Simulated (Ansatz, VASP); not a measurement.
Mg: VASP beside Ansatz

```
Mg
1.0
     5.10918    0.00000    0.00000
    -2.55459    4.42468    0.00000
     0.00000    0.00000    3.08550
Mg
3
Direct
  0.33333 0.66667 0.50000
  0.00000 0.00000 0.00000
  0.66667 0.33333 0.50000
```

Alike in both runs: functional PBE; k mesh 12 × 12 × 16; occupations gaussian, width 0.1 eV; no spin polarisation.

Ansatz relaxed the structure, and its values are those at the end. VASP's run is a single point on that final structure, the one shown.

|  | VASP | Ansatz |
| --- | --- | --- |
| version | VASP 6.6.1 | Ansatz 0.2.0 |
| potentials or method | VASP PAW PBE potentials, release 64 (Mg), cutoff 520 eV | scalar-relativistic, plane waves, PAW |
| valence electrons in the cell | 6 | 30 |

Ansatz gave:

- gap on the k mesh at the Fermi level (eV): none
- pressure (GPa): 0.0

Task: Estimate VASP's values.

Result: gap on the k mesh at the Fermi level (eV): none; pressure (GPa): -0.1.

A gap of «none» marks a metal or a gap that the smearing closes. VASP's potentials hold 6 valence electrons a cell and Ansatz's 30, so a difference there can come from the potentials and not from the codes.
